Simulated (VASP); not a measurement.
## BP: single point with HSE06

The system is BP.

```
B P
1.0
     0.00000    2.26832    2.26832
     2.26832    0.00000    2.26832
     2.26832    2.26832    0.00000
B P
1 1
Direct
  0.00000 0.00000 0.00000
  0.25000 0.25000 0.25000
```

```
Program                            : VASP 6.6.1
Task                               : single point
Functional                         : HSE06
Potentials or basis                : VASP PAW PBE potentials, release 64 (B, P)
Cutoff                             : 520 eV
k mesh                             : 6 × 6 × 6
Occupations                        : gaussian, width 0.01 eV
Spin                               : no spin polarisation
Dipole correction                  : no
Grid for exact exchange (PRECFOCK) : Normal
Further INCAR settings             : ALGO = Normal; EDIFF = 1e-07; NBANDS = 11
Share of exact exchange            : 0.25
Screening parameter                : 0.2079 1/Å
```

```json
{
  "Pressure": "-1.9 GPa",
  "Band gap on the k mesh": "2.06 eV (least direct gap 4.34 eV)"
}
```

Levels at points of the mesh, in eV from the valence-band top:
| k point | band 1 | band 2 | band 3 | band 4 | band 5 | band 6 | band 7 | band 8 | band 9 |
| --- | --- | --- | --- | --- | --- | --- | --- | --- | --- |
| (0.00, 0.00, 0.00) | -17.10 | 0.00 | 0.00 | 0.00 | 4.34 | 4.34 | 4.34 | 8.70 | 12.60 |
| (0.50, 0.00, 0.00) | -13.43 | -10.00 | -1.93 | -1.93 | 4.74 | 5.72 | 5.72 | 11.36 | 16.21 |
| (0.50, 0.50, 0.00) | -11.70 | -9.58 | -4.53 | -4.53 | 2.06 | 2.41 | 13.84 | 13.84 | 16.97 |

Wall time 5.5 min on 1 thread of Intel(R) Xeon(R) Platinum 8488C (Sapphire Rapids), with other jobs on the host, peak memory 0.24 GiB.

Caveat: the PAW data sets were made with another functional, which shifts forces and pressure a little. A k mesh can miss the band edges.
